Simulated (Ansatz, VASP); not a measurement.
**F in VASP and in Ansatz**

```
F
1.0
     3.64632   -2.15466    0.00000
     3.64632    2.15466    0.00000
     0.00000    0.00000    6.37573
F
4
Cartesian
  3.6463 -1.7778 0.6122
  3.6463 -0.3769 3.8000
  3.6463 0.3769 2.5757
  3.6463 1.7778 5.7636
```

Change from the starting cell: strain +0.030 along x and y, +0.000 along z, atoms carried along.

Alike in both runs: task single point; functional PBEsol; k mesh 6 × 6 × 4; occupations gaussian, width 0.05 eV; no spin polarisation.

|  | VASP | Ansatz |
| --- | --- | --- |
| version | VASP 6.6.1 | Ansatz 0.2.0 |
| potentials or method | VASP PAW PBE potentials, release 64 (F), cutoff 520 eV | scalar-relativistic, plane waves, PAW |
| valence electrons in the cell | 28 | 28 |

```csv
,VASP,Ansatz,Ansatz less VASP
gap on the k mesh at the Fermi level (eV),2.92,2.98,+0.065
least direct gap on the mesh (eV),2.92,2.98,+0.064
pressure (GPa),-1.8,-2.0,-0.20
"traceless stress, the component that is largest in VASP (GPa)",-1.46,-2.14,-0.676
rms of the force components (eV/Å),0.493,0.702,+0.2087
```

VASP's potentials were made for PBE, not for PBEsol. Atom by atom the forces differ by 0.209 eV/Å (rms over components).
